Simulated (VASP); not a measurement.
# GaP (I-4m2) in VASP: further runs

GaP is run at these levels: PBEsol; tasks: single point.

All numbers are computed with VASP 6.6.1; they aren't measurements. Logs are shortened: lines on timing, memory, paths and dates and some standing lists are left out, and cuts for length are marked.

## Step 1: The cell of the first run

It takes space group I-4m2 (No. 119, tetragonal). The conventional cell has a = 3.893 Å, b = 3.893 Å, c = 5.450 Å, α = 90.00°, β = 90.00°, γ = 90.00°. Within 3.1 Å of Ga (site symmetry -4m2) lie 4 P at 2.38 Å. P (site symmetry -4m2) has 4 Ga at 2.38 Å within 3.1 Å.

## Step 2: Single point, PBEsol (equal xx and yy strain of +1 %)

File INCAR:

```
SYSTEM = GaP
  ALGO = Normal
  EDIFF = 1E-6
  ENCUT = 520
  GGA = PS
  ISIF = 2
  ISMEAR = -1
  LASPH = .TRUE.
  LCHARG = .FALSE.
  LREAL = .FALSE.
  LWAVE = .FALSE.
  NBANDS = 16
  NELM = 100
  PREC = Accurate
  SIGMA = 0.08
```

File KPOINTS:

```
k-points
0
G
  12 12 12
  0 0 0
```

File POSCAR:

```
GaP
1.0
    0.0000000000      2.7525025000      2.7252500000
    2.7525025000      0.0000000000      2.7252500000
    2.7525025000      2.7525025000      0.0000000000
Ga P
1 1
Direct
    0.0000000000      0.0000000000      0.0000000000
    0.7500000000      0.7500000000      0.7500000000
```

Potentials or basis: VASP PAW PBE potentials, release 64 (Ga_d, P).

The run is started by

```
cat potpaw_PBE.64/Ga_d/POTCAR potpaw_PBE.64/P/POTCAR > POTCAR
mpirun -np 1 vasp_std > vasp.out
```

OUTCAR:

```text
SYSTEM = GaP
   EDIFF = 1E-6
   ENCUT = 520
   GGA = PS
   ISIF = 2
   ISMEAR = -1
   LASPH = .TRUE.
   LREAL = .FALSE.
   NELM = 100
   PREC = Accurate

 ion  position               nearest neighbor table
   1  0.000  0.000  0.000-   2 2.38   2 2.38   2 2.38   2 2.38
   2  0.750  0.750  0.750-   1 2.38   1 2.38   1 2.38   1 2.38

  LATTYP: Found a body centered tetragonal cell.
 ALAT       =     3.8926263660
 C/A-ratio  =     1.4002114479

  Lattice vectors:

 A1 = (   0.0000000000,  -2.7525025000,  -2.7252500000)
 A2 = (   0.0000000000,   2.7525025000,  -2.7252500000)
 A3 = (   2.7525025000,   0.0000000000,   2.7252500000)

Analysis of symmetry for initial positions (statically):
=====================================================================
 Subroutine PRICEL returns:
 Original cell was already a primitive cell.

 Routine SETGRP: Setting up the symmetry group for a
 body centered tetragonal supercell.

 Subroutine GETGRP returns: Found  8 space group operations
 (whereof  8 operations were pure point group operations)
 out of a pool of 16 trial point group operations.

The static configuration has the point symmetry D_2d.

Analysis of symmetry for dynamics (positions and initial velocities):
=====================================================================
 Subroutine PRICEL returns:
 Original cell was already a primitive cell.

 Routine SETGRP: Setting up the symmetry group for a
 body centered tetragonal supercell.

 Subroutine GETGRP returns: Found  8 space group operations
 (whereof  8 operations were pure point group operations)
 out of a pool of 16 trial point group operations.

The dynamic configuration has the point symmetry D_2d.

 Subroutine INISYM returns: Found  8 space group operations
 (whereof  8 operations are pure point group operations),
 and found     1 'primitive' translations

----------------------------------------------------------------------------------------

                                     Primitive cell

  volume of cell :      41.2945

  direct lattice vectors                    reciprocal lattice vectors
     0.000000000  2.752502500  2.725250000    -0.181652878  0.181652878  0.183469406
     2.752502500  0.000000000  2.725250000     0.181652878 -0.181652878  0.183469406
     2.752502500  2.752502500  0.000000000     0.181652878  0.181652878 -0.183469406

  length of vectors
     3.873403875  3.873403875  3.892626366     0.315684271  0.315684271  0.315684271

  position of ions in fractional coordinates (direct lattice)
     0.000000000  0.000000000  0.000000000
     0.750000000  0.750000000  0.750000000

  ion indices of the primitive-cell ions
   primitive index   ion index
                 1           1
                 2           2

----------------------------------------------------------------------------------------

 KPOINTS: k-points

Automatic generation of k-mesh.
 Grid dimensions read from file:
 generate k-points for:   12   12   12

 Generating k-lattice:

  Cartesian coordinates                     Fractional coordinates (reciprocal lattice)
    -0.015137740  0.015137740  0.015289117     0.083333333  0.000000000  0.000000000
     0.015137740 -0.015137740  0.015289117     0.000000000  0.083333333  0.000000000
     0.015137740  0.015137740 -0.015289117     0.000000000  0.000000000  0.083333333

  Length of vectors
     0.026307023  0.026307023  0.026307023

  Shift w.r.t. Gamma in fractional coordinates (k-lattice)
     0.000000000  0.000000000  0.000000000

 Subroutine IBZKPT returns following result:
 ===========================================

 Found    163 irreducible k-points:

 Following reciprocal coordinates:
            Coordinates               Weight
  0.000000  0.000000  0.000000      1.000000
  0.083333  0.000000  0.000000      8.000000
  0.166667 -0.000000  0.000000      8.000000
  0.250000 -0.000000  0.000000      8.000000
  0.333333  0.000000  0.000000      8.000000
  0.416667 -0.000000  0.000000      8.000000
[... 16 lines left out ...]
  0.500000  0.166667  0.000000      8.000000
 -0.416667  0.166667  0.000000      8.000000
 [... further k-points ...]
   k-points           NKPTS =    163   k-points in BZ     NKDIM =    163   number of bands    NBANDS=     16
   number of dos      NEDOS =    301   number of ions     NIONS =      2
   total plane-waves  NPLWV =  27000
   dimension x,y,z NGX =    30 NGY =   30 NGZ =   30
   dimension x,y,z NGXF=    60 NGYF=   60 NGZF=   60
   ions per type =               1   1
   NGX,Y,Z   is equivalent  to a cutoff of  12.88, 12.88, 12.81 a.u.
   NGXF,Y,Z  is equivalent  to a cutoff of  25.75, 25.75, 25.62 a.u.
 SYSTEM =  GaP
   PREC   = accura    normal or accurate (medium, high low for compatibility)
   ISTART =      0    job   : 0-new  1-cont  2-samecut
   ICHARG =      2    charge: 1-file 2-atom 10-const
   ISPIN  =      1    spin polarized calculation?
   LNONCOLLINEAR =      F non collinear calculations
   LSORBIT =      F    spin-orbit coupling
   LASPH  =      T    aspherical Exc in radial PAW
   ENCUT  =  520.0 eV  38.22 Ry    6.18 a.u.   7.20  7.20  7.24*2*pi/ulx,y,z
   NELM   =    100;   NELMIN=  2; NELMDL= -5     # of ELM steps
   EDIFF  = 0.1E-05   stopping-criterion for ELM
   LREAL  =      F    real-space projection
   EDIFFG = 0.1E-04   stopping-criterion for IOM
   NSW    =      0    number of steps for IOM
   IBRION =     -1    ionic relax: 0-MD 1-quasi-New 2-CG
   NFREE  =      0    steps in history (QN), initial steepest desc. (CG)
   ISIF   =      2    stress and relaxation
   ISYM   =      2    0-nonsym 1-usesym 2-fastsym
   POTIM  = 0.5000    time-step for ionic-motion
   TEBEG  =    0.0;   TEEND  =   0.0 temperature during run
   PSTRESS=    0.0 pullay stress
   NELECT =      18.0000    total number of electrons
   NUPDOWN=      -1.0000    fix difference up-down
   EMIN   =  10.00;   EMAX   =-10.00  energy-range for DOS
   EFERMI =   0.00;   METHOD = LEGACY
   ISMEAR =    -1;   SIGMA  =   0.08  broadening in eV -4-tet -1-fermi 0-gaus
   EFERMI_NEDOS =   21; number of points for ismear=-14 and -15
   IALGO  =     38    algorithm
   IMIX   =      4    mixing-type and parameters
     AMIX     =   0.40;   BMIX     =  1.00
     AMIX_MAG =   1.60;   BMIX_MAG =  1.00
  volume/ion in A,a.u.               =      20.65       139.33
  Fermi-wavevector in a.u.,A,eV,Ry     =   1.241276  2.345672 20.963400  1.540766
  Thomas-Fermi vector in A             =   2.375681
   LORBIT       =      0    0 simple, 1 ext, 2 COOP (PROOUT), +10 PAW based schemes
   GGA     = PS    functional components
   LHFCALC =     F    Hartree Fock is set to
   AEXX    =    0.0000 exact exchange contribution
   IVDW    =     0    specifies the selected vdW correction
   LEPSILON=     F    determine dielectric tensor
   LRPA    =     F    only Hartree local field effects (RPA)
 non-spin polarized calculation
  energy-cutoff  :      520.00
  volume of cell :       41.29
 maximum number of plane-waves:      1130
 NGX is ok and might be reduce to    30
   NGX = 15   NGY = 15   NGZ = 15

 number of electron      17.9999997 magnetization

 Free energy of the ion-electron system (eV)
  ---------------------------------------------------
  ext. energy  EPLUGINS =         0.00000000
  ---------------------------------------------------
  free energy    TOTEN  =        -9.91552842 eV

  energy without entropy =       -9.91552574  energy(sigma->0) =       -9.91552708

 E-fermi :   5.0950     XC(G=0):  -9.9322

 val. band max:        4.4018902887   @ k =   0.0000   0.0000   0.0000
 cond. band min:       5.8115097000   @ k =   0.4167   0.4167   0.0000
 fundamental gap:      1.4096194113
 Fermi energy:         5.0949720500

 k-point     1 :       0.0000    0.0000    0.0000
  band No.  band energies     occupation
      1     -10.1407      2.00000
      2     -10.1407      2.00000
      3     -10.1379      2.00000
      4     -10.0458      2.00000
      5     -10.0443      2.00000
      6      -8.0090      2.00000
[... 8 lines left out ...]
     15      14.0195      0.00000
     16      14.1972      0.00000

 k-point     2 :       0.0833    0.0000    0.0000
  band No.  band energies     occupation
      1     -10.1458      2.00000
      2     -10.1387      2.00000
      3     -10.1366      2.00000
      4     -10.0459      2.00000
      5     -10.0443      2.00000
      6      -7.9202      2.00000
[... 8 lines left out ...]
     15      13.6570      0.00000
     16      13.8120      0.00000

 k-point     3 :       0.1667   -0.0000    0.0000
  band No.  band energies     occupation
      1     -10.1609      2.00000
      2     -10.1333      2.00000
      3     -10.1314      2.00000
      4     -10.0458      2.00000
      5     -10.0440      2.00000
      6      -7.6598      2.00000
[... 8 lines left out ...]
     15      13.3137      0.00000
     16      14.1298      0.00000

 k-point     4 :       0.2500   -0.0000    0.0000
  band No.  band energies     occupation
      1     -10.1804      2.00000
      2     -10.1268      2.00000
      3     -10.1250      2.00000
      4     -10.0450      2.00000
      5     -10.0428      2.00000
      6      -7.2480      2.00000
[... 8 lines left out ...]
     15      13.2875      0.00000
     16      14.0307      0.00000
[... 324 lines left out ...]
 k-point    22 :       0.4167    0.1667    0.0000
  band No.  band energies     occupation
      1     -10.2130      2.00000
      2     -10.1120      2.00000
      3     -10.1079      2.00000
      4     -10.0547      2.00000
      5     -10.0334      2.00000
      6      -6.2698      2.00000
[... 8 lines left out ...]
     15      15.7391      0.00000
     16      15.8737      0.00000

 k-point    23 :       0.5000    0.1667    0.0000
  band No.  band energies     occupation
      1     -10.2189      2.00000
      2     -10.1111      2.00000
      3     -10.1065      2.00000
      4     -10.0506      2.00000
      5     -10.0344      2.00000
      6      -5.8371      2.00000
[... 8 lines left out ...]
     15      16.0068      0.00000
     16      16.4459      0.00000

 k-point    24 :      -0.4167    0.1667    0.0000
  band No.  band energies     occupation
      1     -10.2185      2.00000
      2     -10.1115      2.00000
      3     -10.1075      2.00000
      4     -10.0463      2.00000
      5     -10.0380      2.00000
      6      -5.7689      2.00000
[... 8 lines left out ...]
     15      14.6349      0.00000
     16      16.1710      0.00000

 [... further k-points ...]

------------------------ aborting loop because EDIFF is reached ----------------------------------------

  FORCE on cell =-STRESS in cart. coord.  units (eV):
  Direction    XX          YY          ZZ          XY          YZ          ZX
  --------------------------------------------------------------------------------------
  -------------------------------------------------------------------------------------
  Total       -0.6290980     -0.6290980     -0.4419525      0.0000000      0.0000000      0.0000000
  in kB      -24.4082771    -24.4082771    -17.1472447      0.0000000      0.0000000      0.0000000
  external PRESSURE =     -21.9879329 kB  Pullay stress =       0.0000000 kB

 VOLUME and BASIS-vectors are now :
 -----------------------------------------------------------------------------
  energy-cutoff  :      520.00
  volume of cell :       41.29
      direct lattice vectors                 reciprocal lattice vectors
     0.000000000  2.752502500  2.725250000    -0.181652878  0.181652878  0.183469406
     2.752502500  0.000000000  2.725250000     0.181652878 -0.181652878  0.183469406
     2.752502500  2.752502500  0.000000000     0.181652878  0.181652878 -0.183469406

 POSITION                                       TOTAL-FORCE (eV/Angst)
 -----------------------------------------------------------------------------------
      0.00000      0.00000      0.00000        -0.000000     -0.000000      0.000000
      4.12875      4.12875      4.08788         0.000000      0.000000     -0.000000
 -----------------------------------------------------------------------------------
    total drift:                               -0.000000     -0.000000     -0.000001

  FREE ENERGIE OF THE ION-ELECTRON SYSTEM (eV)
  ---------------------------------------------------
  free  energy   TOTEN  =        -9.9155284186 eV

  energy  without entropy=       -9.9155257378  energy(sigma->0) =       -9.91552708
```

It took 2.7 min on 1 thread of Intel Xeon 8259CL, shared host; peak memory 0.24 GiB.

Results:

- Free energy: -9.9155 eV
- Pressure: -2.2 GPa
- Band gap on the k mesh: 1.41 eV (least direct gap 1.55 eV)

Stress tensor (GPa, compression positive):
```
-2.44  0.00  0.00
 0.00 -2.44  0.00
 0.00  0.00 -1.71
```

Levels at points of the mesh, in eV from the valence-band top:
```tsv
k point	band 5	band 6	band 7	band 8	band 9	band 10	band 11	band 12	band 13	band 14
(0.00, 0.00, 0.00)	-14.45	-12.41	-0.05	-0.05	0.00	1.55	3.78	3.80	3.80	8.44
(0.50, 0.00, 0.00)	-14.44	-10.39	-6.62	-1.18	-1.10	1.49	4.58	4.66	8.02	10.56
(0.50, 0.50, 0.00)	-14.42	-9.47	-6.71	-2.72	-2.72	1.48	1.64	10.36	10.36	10.92
(0.50, 0.00, 0.50)	-14.43	-9.52	-6.77	-2.66	-2.65	1.54	1.73	10.35	10.36	10.83
```

Caveat: the cell differs from its parent crystal (equal xx and yy strain of +1 %); the PAW data sets were made with another functional, which shifts forces and pressure a little. A k mesh can miss the band edges.

## Step 3: Single point, PBEsol (equal xx and yy strain of +2 %)

File INCAR:

```
  PREC = Accurate
  ENCUT = 520
  EDIFF = 1E-6
  ISMEAR = -1
  SIGMA = 0.08
  LREAL = F
  LASPH = T
  NELM = 80
  ALGO = Normal
  ISIF = 2
  LWAVE = F
  LCHARG = T
  GGA = PS
  LELF = T
  LVHAR = T
  NBANDS = 16
```

File KPOINTS:

```
Automatic mesh
0
Gamma
  12 12 12
```

File POSCAR:

```
GaP
1.0
    0.0000000000      2.7797550000      2.7252500000
    2.7797550000      0.0000000000      2.7252500000
    2.7797550000      2.7797550000      0.0000000000
Ga P
1 1
Direct
    0.0000000000      0.0000000000      0.0000000000
    0.7500000000      0.7500000000      0.7500000000
```

Potentials or basis: VASP PAW PBE potentials, release 64 (Ga_d, P).

The run is started by

```
cat potpaw_PBE.64/Ga_d/POTCAR potpaw_PBE.64/P/POTCAR > POTCAR
mpirun -np 1 vasp_std > vasp.out
```

It took 2.7 min on 1 thread of Intel Xeon 8259CL, shared host; peak memory 0.25 GiB.

The run converged. Its results:

- Free energy: -9.8990 eV
- Pressure: -3.6 GPa
- Band gap on the k mesh: 1.35 eV (least direct gap 1.36 eV)

Stress tensor (GPa, compression positive):
```
-4.08  0.00  0.00
 0.00 -4.08  0.00
 0.00  0.00 -2.67
```

Levels at points of the mesh, in eV from the valence-band top:
```
           k point  band 6  band 7  band 8  band 9  band 10  band 11  band 12  band 13
(0.00, 0.00, 0.00)  -12.30   -0.10   -0.10    0.00     1.36     3.74     3.78     3.78
(0.50, 0.00, 0.00)  -10.34   -6.54   -1.22   -1.06     1.39     4.52     4.67     7.95
(0.50, 0.50, 0.00)   -9.43   -6.61   -2.73   -2.73     1.44     1.56    10.18    10.18
(0.50, 0.00, 0.50)   -9.51   -6.73   -2.61   -2.60     1.57     1.74    10.15    10.17
```

Caveat: the cell differs from its parent crystal (equal xx and yy strain of +2 %); the cell stands under tension; the PAW data sets were made with another functional, which shifts forces and pressure a little. A k mesh can miss the band edges.
